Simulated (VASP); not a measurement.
A run of VASP 6.6.1:

INCAR

```
  PREC = Accurate
  ENCUT = 520
  EDIFF = 1E-6
  ISMEAR = 0
  SIGMA = 0.15
  LREAL = F
  LASPH = T
  NELM = 80
  ALGO = Normal
  ISIF = 2
  LWAVE = F
  LCHARG = T
  GGA = PE
  IVDW = 12
  LELF = T
  LVHAR = T
  NBANDS = 18
```

The input KPOINTS:

```
regular mesh
0
Gamma
  12 12 10
```

File POSCAR:

```
PtSe2
1.0
    3.7240006046      0.0000000000      0.0000000000
   -1.8620003023      3.2250791273      0.0000000000
    0.0000000000      0.0000000000      5.0620000000
Pt Se
1 2
Direct
    0.0000000000      0.0000000000     -0.0095963282
    0.3333333333      0.6666666667      0.2618530225
    0.6666666667      0.3333333333      0.7618530225
```

Potentials or basis: VASP PAW PBE potentials, release 64 (Pt, Se).

Command:

```console
$ cat potpaw_PBE.64/Pt/POTCAR potpaw_PBE.64/Se/POTCAR > POTCAR
$ mpirun -np 1 vasp_std > vasp.out
```

Hardware: 1 thread of AMD EPYC 7R43 64-Core Processor (Zen 3), on a shared host.

How long does it take, and how much memory?

Wall time 2.1 min on 1 thread of AMD EPYC 7R43 64-Core Processor (Zen 3), on a shared host, peak memory 0.29 GiB. Counts: scf iterations 12, k points 162.
